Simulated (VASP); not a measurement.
Write the native input for VASP 6.6.1 that does the following.

```yaml
Task: single point
Functional: PBE
Dispersion: D3(BJ)
Potentials_or_basis: VASP PAW PBE potentials, release 64 (B, N)
Cutoff: 520 eV
k_mesh: 12 × 12 × 12
Occupations: gaussian, width 0.05 eV
Spin: no spin polarisation
Dipole_correction: no
Further_INCAR_settings: ALGO = Normal; EDIFF = 1e-06; NBANDS = 11
```

The structure of BN lies in POSCAR:

```
BN
1.0
    0.0000000000      3.3394821895      2.1688319106
    1.2538424675      0.0000000000      2.1688319106
    1.2538424675      3.3394821895      0.0000000000
B N
1 1
Direct
    0.0001068737      0.0001068737      0.9998931263
    0.6204853476      0.6204853476      0.3795146524
```

This cell differs from its parent crystal: all N atoms moved -0.200 Å, as atom 2 along Cartesian [0 0 1].

The input as run:

INCAR

```
PREC = Accurate
ENCUT = 520
EDIFF = 1E-6
ISMEAR = 0
SIGMA = 0.05
LREAL = False
LASPH = True
NELM = 80
ALGO = Normal
ISIF = 2
LWAVE = False
LCHARG = False
GGA = PE
IVDW = 12
NBANDS = 11
```

KPOINTS

```
regular mesh
0
Gamma
  12 12 12
```

Potentials or basis: VASP PAW PBE potentials, release 64 (B, N).

Launch:

```bash
$ cat potpaw_PBE.64/B/POTCAR potpaw_PBE.64/N/POTCAR > POTCAR
$ mpirun -np 1 vasp_std > vasp.out
```

It gave:

```json
{
  "Pressure": "11.7 GPa",
  "Largest force": "5.658 eV/Å",
  "Band gap on the k mesh": "3.13 eV, indirect (least direct gap 4.24 eV)",
  "Dispersion energy per atom": "-0.140 eV"
}
```

Caveat: the cell differs from its parent crystal (all N atoms moved -0.200 Å, as atom 2 along Cartesian [0 0 1]); forces of over 1 eV/Å act on the atoms, so gaps and moduli don't describe the material at rest.

Run time: 38 s on 1 thread of AMD EPYC 9R45 96-Core Processor (Zen 5), with other jobs on the host, peak memory 0.16 GiB.
